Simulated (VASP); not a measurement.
A run of VASP 6.6.1:

File POSCAR:

```
SiC
1.0
    3.0760000000      0.0000000000      0.0000000000
   -1.5380000000      2.6638941420      0.0000000000
    0.0000000000      0.0000000000      5.0480000000
Si C
2 2
Direct
    0.3333333333      0.6666666667      0.0044955126
    0.6666666667      0.3333333333      0.5044955126
    0.3333333333      0.6666666667      0.3805044874
    0.6666666667      0.3333333333      0.8805044874
```

The input INCAR.step1:

```
SYSTEM = SiC
PREC = Accurate
ENCUT = 520
ISMEAR = -1
SIGMA = 0.02
LREAL = .False.
LASPH = .True.
NELM = 100
NBANDS = 16
GGA = PE
ALGO = Normal
EDIFF = 1E-4
LWAVE = .True.
LCHARG = .False.
```

Contents of INCAR.step2:

```
SYSTEM = SiC
PREC = Accurate
ENCUT = 520
EDIFF = 1E-8
ISMEAR = -1
SIGMA = 0.02
LREAL = .False.
LASPH = .True.
NELM = 100
ALGO = Normal
ISIF = 2
LWAVE = .False.
LCHARG = .False.
METAGGA = R2SCAN
LMIXTAU = .True.
LEFG = .True.
NBANDS = 16
ISTART = 1
```

KPOINTS

```
regular mesh
0
Gamma
  16 16 9
  0 0 0
```

Potentials or basis: VASP PAW PBE potentials, release 64 (Si, C).

Launch:

```bash
$ cat potpaw_PBE.64/Si/POTCAR potpaw_PBE.64/C/POTCAR > POTCAR
$ cp INCAR.step1 INCAR
$ mpirun -np 1 vasp_std > vasp.out
$ cp INCAR.step2 INCAR
$ mpirun -np 1 vasp_std > vasp.out
```

Hardware: 1 thread of Intel Xeon 8259CL (shared host).

Problem. Estimate the wall time of this run.

Solution. It took 16 min on 1 thread of Intel Xeon 8259CL, with other jobs on the host, peak memory 0.22 GiB. Counts: k points 150.
